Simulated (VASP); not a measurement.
# Si (C2/m) in VASP: notebook

Si is run at these levels: LDA; tasks: single point.

All numbers are computed with VASP 6.6.1; they aren't measurements. Logs are shortened: lines on timing, memory, paths and dates and some standing lists are left out, and cuts for length are marked.

**1. The cell of the first run**

Symmetry: C2/m, No. 12, monoclinic system. Conventional cell: a = 14.129 Å, b = 3.702 Å, c = 6.293 Å, α = 90.00°, β = 96.93°, γ = 90.00°. Within 3.1 Å of Si (site symmetry m) lie 4 Si at 2.32 to 2.38 Å. Within 3.1 Å of Si (site symmetry m) lie 4 Si at 2.32 to 2.46 Å. Within 3.0 Å of Si (site symmetry m) lie 4 Si at 2.29 to 2.38 Å. Si (site symmetry m) has 4 Si at 2.28 to 2.46 Å within 3.0 Å.

**2. Single point, LDA (strain +0.0300 x Voigt [1, -1, 0, 0, 0, 0])**

File INCAR:

```
PREC     = Accurate       # precision mode
ENCUT    = 520            # plane-wave cutoff, eV
EDIFF    = 1E-7           # SCF threshold, eV
ISMEAR   = 0              # smearing method
SIGMA    = 0.03           # smearing width, eV
LREAL    = False          # projectors in reciprocal space
LASPH    = True           # aspherical terms in the spheres
NELM     = 60             # most SCF steps
ALGO     = Normal         # electronic algorithm
ISIF     = 2              # what is computed and relaxed
LWAVE    = False          # write WAVECAR
LCHARG   = True           # write CHGCAR
LELF     = True           # ELF
LVHAR    = True         
NBANDS   = 26             # bands
```

File KPOINTS:

```
Automatic mesh
0
Gamma
  10 10 6
```

File POSCAR:

```
Si
1.0
    7.0643718797     -1.8511523869      0.0019555789
    7.0643718797      1.8511523869      0.0019555789
   -0.7612480216      0.0000000000      6.2471364583
Si
8
Direct
    0.0552606043      0.0552606043      0.8732930182
    0.9447393957      0.9447393957      0.1267069818
    0.5589873877      0.5589873877      0.6532364403
    0.4410126123      0.4410126123      0.3467635597
    0.2124950295      0.2124950295      0.0571328851
    0.7875049705      0.7875049705      0.9428671149
    0.7270489246      0.7270489246      0.5856835384
    0.2729510754      0.2729510754      0.4143164616
```

Potentials or basis: VASP PAW LDA potentials, release 64 (Si).

Started as:

```
> cat potpaw_LDA.64/Si/POTCAR > POTCAR
> mpirun -np 1 vasp_std > vasp.out
```

OUTCAR:

```text
PREC = Accurate
   ENCUT = 520
   EDIFF = 1E-7
   ISMEAR = 0
   LREAL = False
   LASPH = True
   NELM = 60
   ISIF = 2

 ion  position               nearest neighbor table
   1  0.055  0.055  0.873-   3 2.32   3 2.32   2 2.36   5 2.38
   2  0.945  0.945  0.127-   4 2.32   4 2.32   1 2.36   6 2.38
   3  0.559  0.559  0.653-   1 2.32   1 2.32   4 2.39   7 2.46
   4  0.441  0.441  0.347-   2 2.32   2 2.32   3 2.39   8 2.46
   5  0.212  0.212  0.057-   6 2.29   6 2.29   8 2.31   1 2.38
   6  0.788  0.788  0.943-   5 2.29   5 2.29   7 2.31   2 2.38
   7  0.727  0.727  0.586-   8 2.28   8 2.28   6 2.31   3 2.46
   8  0.273  0.273  0.414-   7 2.28   7 2.28   5 2.31   4 2.46

  LATTYP: Found a base centered monoclinic cell.
 ALAT       =    14.1287443007
 B/A-ratio  =     0.2620406099
 C/A-ratio  =     0.4454285922
 COS(beta)  =    -0.1206859690

  Lattice vectors:

 A1 = (   7.0643718797,  -1.8511523869,   0.0019555789)
 A2 = (   7.0643718797,   1.8511523869,   0.0019555789)
 A3 = (  -0.7612480216,   0.0000000000,   6.2471364583)

Analysis of symmetry for initial positions (statically):
=====================================================================
 Subroutine PRICEL returns:
 Original cell was already a primitive cell.

 Routine SETGRP: Setting up the symmetry group for a
 base centered monoclinic supercell.

 Subroutine GETGRP returns: Found  4 space group operations
 (whereof  4 operations were pure point group operations)
 out of a pool of  4 trial point group operations.

The static configuration has the point symmetry C_2h.

Analysis of symmetry for dynamics (positions and initial velocities):
=====================================================================
 Subroutine PRICEL returns:
 Original cell was already a primitive cell.

 Routine SETGRP: Setting up the symmetry group for a
 base centered monoclinic supercell.

 Subroutine GETGRP returns: Found  4 space group operations
 (whereof  4 operations were pure point group operations)
 out of a pool of  4 trial point group operations.

The dynamic configuration has the point symmetry C_2h.

 Subroutine INISYM returns: Found  4 space group operations
 (whereof  4 operations are pure point group operations),
 and found     1 'primitive' translations

----------------------------------------------------------------------------------------

                                     Primitive cell

  volume of cell :     163.3960

  direct lattice vectors                    reciprocal lattice vectors
     7.064371880 -1.851152387  0.001955579     0.070775313 -0.270102021  0.008624362
     7.064371880  1.851152387  0.001955579     0.070775313  0.270102021  0.008624362
    -0.761248022  0.000000000  6.247136458    -0.000044310  0.000000000  0.160067941

  length of vectors
     7.302884296  7.302884296  6.293346684     0.279353944  0.279353944  0.160067947

  position of ions in fractional coordinates (direct lattice)
     0.055260604  0.055260604  0.873293018
     0.944739396  0.944739396  0.126706982
     0.558987388  0.558987388  0.653236440
     0.441012612  0.441012612  0.346763560
     0.212495029  0.212495029  0.057132885
     0.787504971  0.787504971  0.942867115
     0.727048925  0.727048925  0.585683538
     0.272951075  0.272951075  0.414316462

  ion indices of the primitive-cell ions
   primitive index   ion index
                 1           1
                 2           2
                 3           3
                 4           4
                 5           5
                 6           6
                 7           7
                 8           8

----------------------------------------------------------------------------------------

 KPOINTS: Automatic mesh

Automatic generation of k-mesh.
 Grid dimensions read from file:
 generate k-points for:   10   10    6

 Generating k-lattice:

  Cartesian coordinates                     Fractional coordinates (reciprocal lattice)
     0.007077531 -0.027010202  0.000862436     0.100000000  0.000000000  0.000000000
     0.007077531  0.027010202  0.000862436     0.000000000  0.100000000  0.000000000
    -0.000007385  0.000000000  0.026677990     0.000000000  0.000000000  0.166666667

  Length of vectors
     0.027935394  0.027935394  0.026677991

  Shift w.r.t. Gamma in fractional coordinates (k-lattice)
     0.000000000  0.000000000  0.000000000

 Subroutine IBZKPT returns following result:
 ===========================================

 Found    172 irreducible k-points:

 Following reciprocal coordinates:
            Coordinates               Weight
  0.000000  0.000000  0.000000      1.000000
  0.100000 -0.000000 -0.000000      4.000000
  0.200000 -0.000000 -0.000000      4.000000
  0.300000  0.000000  0.000000      4.000000
  0.400000  0.000000  0.000000      4.000000
  0.500000 -0.000000 -0.000000      2.000000
[... 16 lines left out ...]
  0.300000  0.300000 -0.000000      2.000000
  0.400000  0.300000 -0.000000      4.000000
 [... further k-points ...]
   k-points           NKPTS =    172   k-points in BZ     NKDIM =    172   number of bands    NBANDS=     26
   number of dos      NEDOS =    301   number of ions     NIONS =      8
   total plane-waves  NPLWV = 139968
   dimension x,y,z NGX =    54 NGY =   54 NGZ =   48
   dimension x,y,z NGXF=   108 NGYF=  108 NGZF=   96
   ions per type =               8
   NGX,Y,Z   is equivalent  to a cutoff of  12.29, 12.29, 12.68 a.u.
   NGXF,Y,Z  is equivalent  to a cutoff of  24.59, 24.59, 25.36 a.u.
 SYSTEM =  unknown system
   PREC   = accura    normal or accurate (medium, high low for compatibility)
   ISTART =      0    job   : 0-new  1-cont  2-samecut
   ICHARG =      2    charge: 1-file 2-atom 10-const
   ISPIN  =      1    spin polarized calculation?
   LNONCOLLINEAR =      F non collinear calculations
   LSORBIT =      F    spin-orbit coupling
   LASPH  =      T    aspherical Exc in radial PAW
   ENCUT  =  520.0 eV  38.22 Ry    6.18 a.u.  13.58 13.58 11.70*2*pi/ulx,y,z
   NELM   =     60;   NELMIN=  2; NELMDL= -5     # of ELM steps
   EDIFF  = 0.1E-06   stopping-criterion for ELM
   LREAL  =      F    real-space projection
   EDIFFG = 0.1E-05   stopping-criterion for IOM
   NSW    =      0    number of steps for IOM
   IBRION =     -1    ionic relax: 0-MD 1-quasi-New 2-CG
   NFREE  =      0    steps in history (QN), initial steepest desc. (CG)
   ISIF   =      2    stress and relaxation
   ISYM   =      2    0-nonsym 1-usesym 2-fastsym
   POTIM  = 0.5000    time-step for ionic-motion
   TEBEG  =    0.0;   TEEND  =   0.0 temperature during run
   PSTRESS=    0.0 pullay stress
   NELECT =      32.0000    total number of electrons
   NUPDOWN=      -1.0000    fix difference up-down
   EMIN   =  10.00;   EMAX   =-10.00  energy-range for DOS
   EFERMI =   0.00;   METHOD = LEGACY
   ISMEAR =     0;   SIGMA  =   0.03  broadening in eV -4-tet -1-fermi 0-gaus
   EFERMI_NEDOS =   21; number of points for ismear=-14 and -15
   IALGO  =     38    algorithm
   IMIX   =      4    mixing-type and parameters
     AMIX     =   0.40;   BMIX     =  1.00
     AMIX_MAG =   1.60;   BMIX_MAG =  1.00
  volume/ion in A,a.u.               =      20.42       137.83
  Fermi-wavevector in a.u.,A,eV,Ry     =   0.950702  1.796566 12.297410  0.903834
  Thomas-Fermi vector in A             =   2.079103
   LORBIT       =      0    0 simple, 1 ext, 2 COOP (PROOUT), +10 PAW based schemes
   GGA     = CA    functional components
   LHFCALC =     F    Hartree Fock is set to
   AEXX    =    0.0000 exact exchange contribution
   IVDW    =     0    specifies the selected vdW correction
   LEPSILON=     F    determine dielectric tensor
   LRPA    =     F    only Hartree local field effects (RPA)
 non-spin polarized calculation
 Gauss-broadening in eV      SIGMA  =   0.03
  energy-cutoff  :      520.00
  volume of cell :      163.40
 maximum number of plane-waves:      4426
   NGX = 27   NGY = 27   NGZ = 23

 number of electron      31.9999999 magnetization

 Free energy of the ion-electron system (eV)
  ---------------------------------------------------
  ext. energy  EPLUGINS =         0.00000000
  ---------------------------------------------------
  free energy    TOTEN  =       -46.92029300 eV

  energy without entropy =      -46.92029300  energy(sigma->0) =      -46.92029300

 E-fermi :   5.8539     XC(G=0):  -9.4546

 val. band max:        5.7146283266   @ k =   0.0000   0.0000   0.0000
 cond. band min:       6.1450321253   @ k =   0.5000   0.5000   0.5000
 fundamental gap:      0.4304037987
 Fermi energy:         5.8538837994

 k-point     1 :       0.0000    0.0000    0.0000
  band No.  band energies     occupation
      1      -6.5769      2.00000
      2      -4.5139      2.00000
      3      -4.1974      2.00000
      4      -3.4988      2.00000
      5      -1.5627      2.00000
      6      -1.1300      2.00000
[... 18 lines left out ...]
     25       9.3965      0.00000
     26       9.6243      0.00000

 k-point     2 :       0.1000   -0.0000   -0.0000
  band No.  band energies     occupation
      1      -6.4752      2.00000
      2      -4.4945      2.00000
      3      -4.0287      2.00000
      4      -3.4070      2.00000
      5      -1.6114      2.00000
      6      -1.0824      2.00000
[... 18 lines left out ...]
     25       9.5633      0.00000
     26      10.0294      0.00000

 k-point     3 :       0.2000   -0.0000   -0.0000
  band No.  band energies     occupation
      1      -6.1719      2.00000
      2      -4.3558      2.00000
      3      -3.6112      2.00000
      4      -3.1441      2.00000
      5      -1.8056      2.00000
      6      -1.0340      2.00000
[... 572 lines left out ...]
 k-point    23 :       0.3000    0.3000   -0.0000
  band No.  band energies     occupation
      1      -6.3834      2.00000
      2      -5.3497      2.00000
      3      -3.5939      2.00000
      4      -3.1653      2.00000
      5      -2.1248      2.00000
      6      -0.9147      2.00000
[... 18 lines left out ...]
     25       9.5035      0.00000
     26       9.6764      0.00000

 k-point    24 :       0.4000    0.3000   -0.0000
  band No.  band energies     occupation
      1      -6.2244      2.00000
      2      -5.3868      2.00000
      3      -3.4535      2.00000
      4      -2.9706      2.00000
      5      -2.2101      2.00000
      6      -0.9153      2.00000
[... 18 lines left out ...]
     25       9.4673      0.00000
     26       9.6368      0.00000

 [... further k-points ...]

------------------------ aborting loop because EDIFF is reached ----------------------------------------

  FORCE on cell =-STRESS in cart. coord.  units (eV):
  Direction    XX          YY          ZZ          XY          YZ          ZX
  --------------------------------------------------------------------------------------
  -------------------------------------------------------------------------------------
  Total       -4.8677798      6.1582641      0.3041936      0.0000000      0.0000000     -1.0203639
  in kB      -47.7309571     60.3847862      2.9827671      0.0000000      0.0000000    -10.0051662
  external PRESSURE =       5.2121987 kB  Pullay stress =       0.0000000 kB

 VOLUME and BASIS-vectors are now :
 -----------------------------------------------------------------------------
  energy-cutoff  :      520.00
  volume of cell :      163.40
      direct lattice vectors                 reciprocal lattice vectors
     7.064371880 -1.851152387  0.001955579     0.070775313 -0.270102021  0.008624362
     7.064371880  1.851152387  0.001955579     0.070775313  0.270102021  0.008624362
    -0.761248022  0.000000000  6.247136458    -0.000044310  0.000000000  0.160067941

 POSITION                                       TOTAL-FORCE (eV/Angst)
 -----------------------------------------------------------------------------------
      0.11597      0.00000      5.45580         0.110120      0.000000      0.592145
     13.25153      0.00000      0.79525        -0.110120      0.000000     -0.592145
      7.40051      0.00000      4.08304         0.311646      0.000000     -0.430350
      5.96698      0.00000      2.16800        -0.311646      0.000000      0.430350
      2.95880      0.00000      0.35775        -0.341755      0.000000      0.065393
     10.40870      0.00000      5.89330         0.341755      0.000000     -0.065393
      9.82644      0.00000      3.66169        -0.413880      0.000000      0.317953
      3.54106      0.00000      2.58936         0.413880      0.000000     -0.317953
 -----------------------------------------------------------------------------------
    total drift:                                0.000000      0.000000     -0.000000

  FREE ENERGIE OF THE ION-ELECTRON SYSTEM (eV)
  ---------------------------------------------------
  free  energy   TOTEN  =       -46.9202930000 eV

  energy  without entropy=      -46.9202930000  energy(sigma->0) =      -46.92029300
```

Run time: 37 min. Hardware: 1 thread of Intel Xeon 8259CL, shared host; peak memory 0.61 GiB.

Results:

* Free energy: -46.9203 eV
* Pressure: 0.5 GPa
* Largest force: 0.602 eV/Å
* Band gap on the k mesh: 0.43 eV (least direct gap 0.84 eV)

Forces on the atoms (eV/Å):
```
Si   0.110  0.000  0.592
Si  -0.110  0.000 -0.592
Si   0.312  0.000 -0.430
Si  -0.312  0.000  0.430
Si  -0.342  0.000  0.065
Si   0.342  0.000 -0.065
Si  -0.414  0.000  0.318
Si   0.414  0.000 -0.318
```

Caveat: the cell differs from its parent crystal (strain +0.0300 x Voigt [1, -1, 0, 0, 0, 0]); the stress differs along the axes, from -5 to 6 GPa. A k mesh can miss the band edges.

**3. Single point, LDA (strain +0.0400 x Voigt [1, -1, 0, 0, 0, 0])**

File INCAR:

```
SYSTEM = Si
PREC     = Accurate       ! precision mode
ENCUT    = 520            ! plane-wave cutoff, eV
EDIFF    = 1E-7           ! SCF threshold, eV
ISMEAR   = 0              ! smearing method
SIGMA    = 0.03           ! smearing width, eV
LREAL    = .False.        ! projectors in reciprocal space
LASPH    = .True.         ! aspherical terms in the spheres
NELM     = 100            ! most SCF steps
ALGO     = Normal         ! electronic algorithm
ISIF     = 2              ! what is computed and relaxed
LWAVE    = .False.        ! write WAVECAR
LCHARG   = .False.        ! write CHGCAR
GGA      = CA             ! functional
NBANDS   = 26             ! bands
```

File KPOINTS:

```
regular mesh
0
Gamma
  10 10 6
  0 0 0
```

POSCAR, as its differences from that of step 2:

```diff
@@ -2,5 +2,5 @@
 1.0
-    7.0643718797     -1.8511523869      0.0019555789
-    7.0643718797      1.8511523869      0.0019555789
-   -0.7612480216      0.0000000000      6.2471364583
+    7.1329580144     -1.8320683417      0.0019555789
+    7.1329580144      1.8320683417      0.0019555789
+   -0.7686387791      0.0000000000      6.2471364583
 Si
```

Potentials or basis: VASP PAW LDA potentials, release 64 (Si).

Started as:

```
> cat potpaw_LDA.64/Si/POTCAR > POTCAR
> mpirun -np 1 vasp_std > vasp.out
```

Wall time 9.6 min (1 thread of AMD EPYC 9R45 (Zen 5), shared host); peak memory 0.59 GiB.

Results (log left out):

- Free energy: -46.7908 eV
- Pressure: 0.8 GPa
- Largest force: 0.797 eV/Å
- Band gap on the k mesh: 0.52 eV (least direct gap 0.89 eV)

Forces in eV/Å, atoms in the order of the input:
```
Si   0.139  0.000  0.784
Si  -0.139  0.000 -0.784
Si   0.393  0.000 -0.583
Si  -0.393  0.000  0.583
Si  -0.446  0.000  0.097
Si   0.446  0.000 -0.097
Si  -0.534  0.000  0.433
Si   0.534  0.000 -0.433
```

Stress tensor (GPa, compression positive):
```
-6.21  0.00 -1.34
 0.00  8.23  0.00
-1.34  0.00  0.47
```

Levels at points of the mesh, in eV from the valence-band top:
```
           k point  band 13  band 14  band 15  band 16  band 17  band 18  band 19  band 20
(0.00, 0.00, 0.00)    -0.78    -0.54    -0.12     0.00     0.89     1.00     1.79     2.06
(0.50, 0.00, 0.00)    -3.03    -2.85    -2.29    -1.90     0.64     1.36     1.60     2.30
(0.50, 0.50, 0.00)    -1.20    -0.86    -0.34    -0.21     0.81     0.84     2.30     2.64
(0.00, 0.00, 0.50)    -1.33    -1.30    -1.12    -0.75     1.22     1.32     1.92     1.99
(0.50, 0.00, 0.50)    -2.33    -1.93    -1.78    -1.56     0.85     1.15     1.54     1.66
(0.50, 0.50, 0.50)    -1.88    -1.49    -0.92    -0.55     0.52     1.23     1.71     2.17
```

Caveat: the cell differs from its parent crystal (strain +0.0400 x Voigt [1, -1, 0, 0, 0, 0]); the stress differs along the axes, from -6 to 8 GPa. A k mesh can miss the band edges.
